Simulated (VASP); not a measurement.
# LuH2 (Fm-3m) in VASP: further runs

LuH2 is run at these levels: LDA; tasks: single point.

All numbers are computed with VASP 6.6.1; they aren't measurements. Logs are shortened: lines on timing, memory, paths and dates and some standing lists are left out, and cuts for length are marked.

**1. The cell of the first run**

The structure is cubic, space group Fm-3m (No. 225). Conventional cell: a = 5.050 Å, b = 5.050 Å, c = 5.050 Å, α = 90.00°, β = 90.00°, γ = 90.00°. Lu (site symmetry m-3m) has 8 H at 2.19 Å within 2.9 Å. Within 2.9 Å of H (site symmetry -43m) lie 4 Lu at 2.19 Å and 6 H at 2.52 Å.

**2. Single point, LDA (volume scaled by 1.01)**

The input, INCAR:

```
SYSTEM = LuH2
PREC     = Accurate       ! precision mode
ENCUT    = 600            ! plane-wave cutoff, eV
EDIFF    = 1E-6           ! SCF threshold, eV
ISMEAR   = -1             ! smearing method
SIGMA    = 0.02           ! smearing width, eV
LREAL    = .FALSE.        ! projectors in reciprocal space
LASPH    = .TRUE.         ! aspherical terms in the spheres
NELM     = 120            ! most SCF steps
ALGO     = Normal         ! electronic algorithm
ISIF     = 2              ! what is computed and relaxed
LWAVE    = .FALSE.        ! write WAVECAR
LCHARG   = .TRUE.         ! write CHGCAR
GGA      = CA             ! functional
LELF     = .TRUE.         ! ELF
LVHAR    = .TRUE.       
NBANDS   = 20             ! bands
GGA_COMPAT= .FALSE.
```

The input, KPOINTS:

```
Automatic mesh
0
G
  8 8 8
  0 0 0
```

The input, POSCAR:

```
LuH2
1.0
    0.0000000000      2.5248605265      2.5248605265
    2.5248605265      0.0000000000      2.5248605265
    2.5248605265      2.5248605265      0.0000000000
Lu H
1 2
Direct
    0.0000000000      0.0000000000      0.0000000000
    0.2500000000      0.2500000000      0.2500000000
    0.7500000000      0.7500000000      0.7500000000
```

Potentials or basis: VASP PAW PBE potentials, release 64 (Lu, H).

Launch:

```
$ cat potpaw_PBE.64/Lu/POTCAR potpaw_PBE.64/H/POTCAR > POTCAR
$ mpirun -np 1 vasp_std > vasp.out
```

OUTCAR:

```text
SYSTEM = LuH2
   PREC = Accurate
   ENCUT = 600
   EDIFF = 1E-6
   ISMEAR = -1
   LREAL = .FALSE.
   LASPH = .TRUE.
   NELM = 120
   ISIF = 2
   GGA = CA

 ion  position               nearest neighbor table
   1  0.000  0.000  0.000-   2 2.19   3 2.19   3 2.19   3 2.19   3 2.19   2 2.19   2 2.19   2 2.19

   2  0.250  0.250  0.250-   1 2.19   1 2.19   1 2.19   1 2.19
   3  0.750  0.750  0.750-   1 2.19   1 2.19   1 2.19   1 2.19

  LATTYP: Found a face centered cubic cell.
 ALAT       =     5.0497210530

  Lattice vectors:

 A1 = (   0.0000000000,   2.5248605265,   2.5248605265)
 A2 = (   2.5248605265,   0.0000000000,   2.5248605265)
 A3 = (   2.5248605265,   2.5248605265,   0.0000000000)

Analysis of symmetry for initial positions (statically):
=====================================================================
 Subroutine PRICEL returns:
 Original cell was already a primitive cell.

 Routine SETGRP: Setting up the symmetry group for a
 face centered cubic supercell.

 Subroutine GETGRP returns: Found 48 space group operations
 (whereof 48 operations were pure point group operations)
 out of a pool of 48 trial point group operations.

The static configuration has the point symmetry O_h .

Analysis of symmetry for dynamics (positions and initial velocities):
=====================================================================
 Subroutine PRICEL returns:
 Original cell was already a primitive cell.

 Routine SETGRP: Setting up the symmetry group for a
 face centered cubic supercell.

 Subroutine GETGRP returns: Found 48 space group operations
 (whereof 48 operations were pure point group operations)
 out of a pool of 48 trial point group operations.

The dynamic configuration has the point symmetry O_h .

 Subroutine INISYM returns: Found 48 space group operations
 (whereof 48 operations are pure point group operations),
 and found     1 'primitive' translations

----------------------------------------------------------------------------------------

                                     Primitive cell

  volume of cell :      32.1916

  direct lattice vectors                    reciprocal lattice vectors
     0.000000000  2.524860526  2.524860526    -0.198030741  0.198030741  0.198030741
     2.524860526  0.000000000  2.524860526     0.198030741 -0.198030741  0.198030741
     2.524860526  2.524860526  0.000000000     0.198030741  0.198030741 -0.198030741

  length of vectors
     3.570692000  3.570692000  3.570692000     0.342999304  0.342999304  0.342999304

  position of ions in fractional coordinates (direct lattice)
     0.000000000  0.000000000  0.000000000
     0.250000000  0.250000000  0.250000000
     0.750000000  0.750000000  0.750000000

  ion indices of the primitive-cell ions
   primitive index   ion index
                 1           1
                 2           2
                 3           3

----------------------------------------------------------------------------------------

 KPOINTS: Automatic mesh

Automatic generation of k-mesh.
 Grid dimensions read from file:
 generate k-points for:    8    8    8

 Generating k-lattice:

  Cartesian coordinates                     Fractional coordinates (reciprocal lattice)
    -0.024753843  0.024753843  0.024753843     0.125000000  0.000000000  0.000000000
     0.024753843 -0.024753843  0.024753843     0.000000000  0.125000000  0.000000000
     0.024753843  0.024753843 -0.024753843     0.000000000  0.000000000  0.125000000

  Length of vectors
     0.042874913  0.042874913  0.042874913

  Shift w.r.t. Gamma in fractional coordinates (k-lattice)
     0.000000000  0.000000000  0.000000000

 Subroutine IBZKPT returns following result:
 ===========================================

 Found     29 irreducible k-points:

 Following reciprocal coordinates:
            Coordinates               Weight
  0.000000  0.000000  0.000000      1.000000
  0.125000  0.000000  0.000000      8.000000
  0.250000  0.000000  0.000000      8.000000
  0.375000  0.000000  0.000000      8.000000
  0.500000  0.000000  0.000000      4.000000
  0.125000  0.125000  0.000000      6.000000
[... 16 lines left out ...]
  0.500000  0.250000  0.125000     48.000000
 -0.375000  0.250000  0.125000     24.000000
 [... further k-points ...]
   k-points           NKPTS =     29   k-points in BZ     NKDIM =     29   number of bands    NBANDS=     20
   number of dos      NEDOS =    301   number of ions     NIONS =      3
   total plane-waves  NPLWV =  27000
   dimension x,y,z NGX =    30 NGY =   30 NGZ =   30
   dimension x,y,z NGXF=    60 NGYF=   60 NGZF=   60
   ions per type =               1   2
   NGX,Y,Z   is equivalent  to a cutoff of  13.97, 13.97, 13.97 a.u.
   NGXF,Y,Z  is equivalent  to a cutoff of  27.94, 27.94, 27.94 a.u.
 SYSTEM =  LuH2
   PREC   = accura    normal or accurate (medium, high low for compatibility)
   ISTART =      0    job   : 0-new  1-cont  2-samecut
   ICHARG =      2    charge: 1-file 2-atom 10-const
   ISPIN  =      1    spin polarized calculation?
   LNONCOLLINEAR =      F non collinear calculations
   LSORBIT =      F    spin-orbit coupling
   LASPH  =      T    aspherical Exc in radial PAW
   ENCUT  =  600.0 eV  44.10 Ry    6.64 a.u.   7.13  7.13  7.13*2*pi/ulx,y,z
   NELM   =    120;   NELMIN=  2; NELMDL= -5     # of ELM steps
   EDIFF  = 0.1E-05   stopping-criterion for ELM
   LREAL  =      F    real-space projection
   EDIFFG = 0.1E-04   stopping-criterion for IOM
   NSW    =      0    number of steps for IOM
   IBRION =     -1    ionic relax: 0-MD 1-quasi-New 2-CG
   NFREE  =      0    steps in history (QN), initial steepest desc. (CG)
   ISIF   =      2    stress and relaxation
   ISYM   =      2    0-nonsym 1-usesym 2-fastsym
   POTIM  = 0.5000    time-step for ionic-motion
   TEBEG  =    0.0;   TEEND  =   0.0 temperature during run
   PSTRESS=    0.0 pullay stress
   NELECT =      27.0000    total number of electrons
   NUPDOWN=      -1.0000    fix difference up-down
   EMIN   =  10.00;   EMAX   =-10.00  energy-range for DOS
   EFERMI =   0.00;   METHOD = LEGACY
   ISMEAR =    -1;   SIGMA  =   0.02  broadening in eV -4-tet -1-fermi 0-gaus
   EFERMI_NEDOS =   21; number of points for ismear=-14 and -15
   IALGO  =     38    algorithm
   IMIX   =      4    mixing-type and parameters
     AMIX     =   0.40;   BMIX     =  1.00
     AMIX_MAG =   1.60;   BMIX_MAG =  1.00
  volume/ion in A,a.u.               =      10.73        72.41
  Fermi-wavevector in a.u.,A,eV,Ry     =   1.543886  2.917522 32.430649  2.383585
  Thomas-Fermi vector in A             =   2.649486
   LORBIT       =      0    0 simple, 1 ext, 2 COOP (PROOUT), +10 PAW based schemes
   GGA     = CA    functional components
   LHFCALC =     F    Hartree Fock is set to
   AEXX    =    0.0000 exact exchange contribution
   IVDW    =     0    specifies the selected vdW correction
   LEPSILON=     F    determine dielectric tensor
   LRPA    =     F    only Hartree local field effects (RPA)
 non-spin polarized calculation
  energy-cutoff  :      600.00
  volume of cell :       32.19
 maximum number of plane-waves:      1090
 NGX is ok and might be reduce to    30
   NGX = 15   NGY = 15   NGZ = 15

 number of electron      26.9999995 magnetization

 Free energy of the ion-electron system (eV)
  ---------------------------------------------------
  ext. energy  EPLUGINS =         0.00000000
  ---------------------------------------------------
  free energy    TOTEN  =       -14.00578758 eV

  energy without entropy =      -14.00244685  energy(sigma->0) =      -14.00411721

 E-fermi :   2.3772     XC(G=0): -11.3362

 val. band max:        2.3718849527   @ k =   0.3750   0.2500   0.0000
 cond. band min:       2.4005477149   @ k =   0.5000   0.2500   0.1250
 fundamental gap:      0.0286627622
 Fermi energy:         2.3772294259

 k-point     1 :       0.0000    0.0000    0.0000
  band No.  band energies     occupation
      1     -53.5600      2.00000
      2     -24.2709      2.00000
      3     -24.2709      2.00000
      4     -24.2709      2.00000
      5      -6.8449      2.00000
      6      -2.9628      2.00000
[... 12 lines left out ...]
     19      12.4567      0.00000
     20      14.6384      0.00000

 k-point     2 :       0.1250    0.0000    0.0000
  band No.  band energies     occupation
      1     -53.5569      2.00000
      2     -24.3376      2.00000
      3     -24.2792      2.00000
      4     -24.2792      2.00000
      5      -6.4890      2.00000
      6      -2.9622      2.00000
[... 12 lines left out ...]
     19      11.1993      0.00000
     20      15.4571      0.00000

 k-point     3 :       0.2500    0.0000    0.0000
  band No.  band energies     occupation
      1     -53.5493      2.00000
      2     -24.4940      2.00000
      3     -24.2989      2.00000
      4     -24.2989      2.00000
      5      -5.5699      2.00000
      6      -2.9565      2.00000
[... 12 lines left out ...]
     19      10.4978      0.00000
     20      12.7953      0.00000

 k-point     4 :       0.3750    0.0000    0.0000
  band No.  band energies     occupation
      1     -53.5417      2.00000
      2     -24.6447      2.00000
      3     -24.3186      2.00000
      4     -24.3186      2.00000
      5      -4.5842      2.00000
      6      -2.9366      2.00000
[... 12 lines left out ...]
     19       9.8153      0.00000
     20      12.2507      0.00000

 k-point     5 :       0.5000    0.0000    0.0000
  band No.  band energies     occupation
      1     -53.5385      2.00000
      2     -24.7056      2.00000
      3     -24.3267      2.00000
      4     -24.3267      2.00000
      5      -4.1974      2.00000
      6      -2.9207      2.00000
[... 12 lines left out ...]
     19       8.5818      0.00000
     20      13.4547      0.00000
[... 353 lines left out ...]
      6      -2.8750      2.00000
[... 12 lines left out ...]
     19       8.8278      0.00000
     20       9.2791      0.00000

 k-point    22 :       0.3750    0.2500    0.1250
  band No.  band energies     occupation
      1     -53.5436      2.00000
      2     -24.5347      2.00000
      3     -24.3763      2.00000
      4     -24.3246      2.00000
      5      -4.7516      2.00000
      6      -2.9505      2.00000
[... 12 lines left out ...]
     19      10.6524      0.00000
     20      11.7225      0.00000

 k-point    23 :       0.5000    0.2500    0.1250
  band No.  band energies     occupation
      1     -53.5375      2.00000
      2     -24.6131      2.00000
      3     -24.4268      2.00000
      4     -24.3479      2.00000
      5      -3.8011      2.00000
      6      -2.9247      2.00000
[... 12 lines left out ...]
     19      10.5551      0.00000
     20      11.5904      0.00000

 k-point    24 :      -0.3750    0.2500    0.1250
  band No.  band energies     occupation
      1     -53.5350      2.00000
      2     -24.6458      2.00000
      3     -24.4442      2.00000
      4     -24.3602      2.00000
      5      -3.4488      2.00000
      6      -2.9038      2.00000
[... 12 lines left out ...]
     19      10.5564      0.00000
     20      11.6061      0.00000

 [... further k-points ...]
[... 5 lines left out ...]
  --------------------------------------------------------------------------------------
  -------------------------------------------------------------------------------------
  Total       -1.3873481     -1.3873481     -1.3873481     -0.0000000      0.0000000     -0.0000000
  in kB      -69.0484379    -69.0484379    -69.0484379     -0.0000000      0.0000000     -0.0000000
  external PRESSURE =     -69.0484379 kB  Pullay stress =       0.0000000 kB

 VOLUME and BASIS-vectors are now :
 -----------------------------------------------------------------------------
  energy-cutoff  :      600.00
  volume of cell :       32.19
      direct lattice vectors                 reciprocal lattice vectors
     0.000000000  2.524860526  2.524860526    -0.198030741  0.198030741  0.198030741
     2.524860526  0.000000000  2.524860526     0.198030741 -0.198030741  0.198030741
     2.524860526  2.524860526  0.000000000     0.198030741  0.198030741 -0.198030741

 POSITION                                       TOTAL-FORCE (eV/Angst)
 -----------------------------------------------------------------------------------
      0.00000      0.00000      0.00000        -0.000000     -0.000000      0.000000
      1.26243      1.26243      1.26243         0.000000      0.000000      0.000000
      3.78729      3.78729      3.78729        -0.000000     -0.000000     -0.000000
 -----------------------------------------------------------------------------------
    total drift:                                0.000000     -0.000000     -0.000000

  FREE ENERGIE OF THE ION-ELECTRON SYSTEM (eV)
  ---------------------------------------------------
  free  energy   TOTEN  =       -14.0057875778 eV

  energy  without entropy=      -14.0024468515  energy(sigma->0) =      -14.00411721
```

Wall time 60 s (1 thread of Intel Xeon 8259CL, shared host); peak memory 0.18 GiB.

What came out:

```
Free energy : -14.0058 eV
Pressure    : -6.9 GPa
```

Caveat: the PAW data sets were made with another functional, which shifts forces and pressure a little; spin-orbit coupling is left out, which moves the levels of the heavy elements.

**3. Single point, LDA (volume scaled by 1.04)**

The input, INCAR:

```
PREC = Accurate ; ENCUT = 600
EDIFF = 1E-6 ; ISMEAR = -1
SIGMA = 0.02 ; LREAL = False
LASPH = True ; NELM = 120
ALGO = Normal ; ISIF = 2
LWAVE = False ; LCHARG = True
GGA = CA ; LELF = True
LVHAR = True ; NBANDS = 20
GGA_COMPAT = False
```

The input, KPOINTS:

```
Automatic mesh
0
Gamma
  8 8 8
```

The input, POSCAR:

```
LuH2
1.0
    0.0000000000      2.5496156397      2.5496156397
    2.5496156397      0.0000000000      2.5496156397
    2.5496156397      2.5496156397      0.0000000000
Lu H
1 2
Direct
    0.0000000000      0.0000000000      0.0000000000
    0.2500000000      0.2500000000      0.2500000000
    0.7500000000      0.7500000000      0.7500000000
```

Potentials or basis: VASP PAW PBE potentials, release 64 (Lu, H).

Launch:

```
$ cat potpaw_PBE.64/Lu/POTCAR potpaw_PBE.64/H/POTCAR > POTCAR
$ mpirun -np 1 vasp_std > vasp.out
```

It took 61 s on 1 thread of Intel Xeon 8259CL, shared host; peak memory 0.18 GiB.

The run converged. Its results:

- Free energy: -13.9585 eV
- Pressure: -9.0 GPa

Levels at points of the mesh, in eV from the Fermi level:
| k point | band 10 | band 11 | band 12 | band 13 | band 14 | band 15 | band 16 | band 17 |
| --- | --- | --- | --- | --- | --- | --- | --- | --- |
| (0.00, 0.00, 0.00) | -5.08 | -5.08 | -5.08 | -0.49 | 1.21 | 1.21 | 1.21 | 3.89 |
| (0.50, 0.00, 0.00) | -5.10 | -5.10 | -5.08 | -3.91 | 1.29 | 1.29 | 4.86 | 5.33 |
| (0.50, 0.50, 0.00) | -5.12 | -5.10 | -5.10 | -4.00 | -2.30 | 5.52 | 5.60 | 5.60 |

Caveat: the PAW data sets were made with another functional, which shifts forces and pressure a little; spin-orbit coupling is left out, which moves the levels of the heavy elements.
